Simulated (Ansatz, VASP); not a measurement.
**NaF: VASP beside Ansatz**

Contents of INCAR:

```
ALGO = Normal
EDIFF = 1E-6
ENCUT = 520
GGA = PS
ISIF = 2
ISMEAR = 0
LASPH = True
LCHARG = False
LREAL = False
LWAVE = False
NBANDS = 14
NELM = 80
PREC = Accurate
SIGMA = 0.05
```

The input KPOINTS:

```
k-points
0
Gamma
  8 8 8
```

POSCAR

```
NaF
1.0
    0.0000000000      2.2884505000      2.3581495000
    2.2884505000      0.0000000000      2.3581495000
    2.2884505000      2.2884505000      0.0000000000
Na F
1 1
Direct
    0.0000000000      0.0000000000      0.0000000000
    0.5000000000      0.5000000000      0.5000000000
```

Input for Ansatz:

```yaml
crystal:
  lattice:
    - [0.0, 2.2884505, 2.3581495]
    - [2.2884505, 0.0, 2.3581495]
    - [2.2884505, 2.2884505, 0.0]
  atoms:
    - { symbol: Na, position: [0.0, 0.0, 0.0] }
    - { symbol: F, position: [0.5, 0.5, 0.5] }
basis:
  ecutwfc: 420
kpoints:
  mp_grid: { grid: [8, 8, 8] }
hamiltonian:
  xc: pbesol
scf:
  occupations: { method: gaussian, width: 0.05 }
output:
  forces: true
  stress: true
  eigenvalues: true
```

Change from the starting cell: strain -0.015 along x and y, +0.015 along z, atoms carried along.

Alike in both runs: task single point; functional PBEsol; k mesh 8 × 8 × 8; occupations gaussian, width 0.05 eV; no spin polarisation.

|  | VASP | Ansatz |
| --- | --- | --- |
| version | VASP 6.6.1 | Ansatz 0.2.0 |
| potentials or method | VASP PAW PBE potentials, release 64 (Na_pv, F), cutoff 520 eV | scalar-relativistic, plane waves, PAW |
| valence electrons in the cell | 14 | 16 |

```tsv
	VASP	Ansatz	Ansatz less VASP
gap on the k mesh at the Fermi level (eV)	6.20	6.22	+0.021
least direct gap on the mesh (eV)	6.20	6.22	+0.021
pressure (GPa)	0.2	0.3	+0.07
traceless stress, the component that is largest in VASP (GPa)	-1.60	-1.53	+0.070
```

VASP's potentials were made for PBE, not for PBEsol. VASP's potentials hold 14 valence electrons a cell and Ansatz's 16, so a difference there can come from the potentials and not from the codes.
